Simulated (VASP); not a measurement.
Ti2O, 3 atoms in the cell. The structure is trigonal, space group P-3m1 (No. 164). The conventional cell has a = 2.956 Å, b = 2.956 Å, c = 4.716 Å, α = 90.00°, β = 90.00°, γ = 120.00°. Ti (site symmetry 3m) has 3 O at 2.11 Å and 12 Ti at 2.82 to 3.01 Å within 3.1 Å. Within 2.8 Å of O (site symmetry -3m) lie 6 Ti at 2.11 Å. 

| Item | Value |
| --- | --- |
| Program | VASP 6.6.1 |
| Task | relaxation of cell and atoms |
| Functional | PBEsol |
| Potentials or basis | VASP PAW PBE potentials, release 64 (Ti_sv, O) |
| Cutoff | 600 eV |
| k mesh | 18 × 18 × 10 |
| Occupations | gaussian, width 0.1 eV |
| Spin | no spin polarisation |
| Dipole correction | no |
| Further INCAR settings | ALGO = Normal; EDIFF = 1e-06; IBRION = 2; EDIFFG = -0.005; NSW = 100; ISIF = 3 |

Potentials or basis: VASP PAW PBE potentials, release 64 (Ti_sv, O).

Command:

```bash
$ cat potpaw_PBE.64/Ti_sv/POTCAR potpaw_PBE.64/O/POTCAR > POTCAR
$ mpirun -np 1 vasp_std > vasp.out
```

Hardware: 1 thread of Intel(R) Xeon(R) 6975P-C (Granite Rapids), on a shared host.

Task: Estimate the wall time of this run.

Result: Run time: 5 min on 1 thread of Intel(R) Xeon(R) 6975P-C (Granite Rapids), on a shared host, peak memory 0.36 GiB. Counts: scf iterations 41, k points 330, ion steps 5.
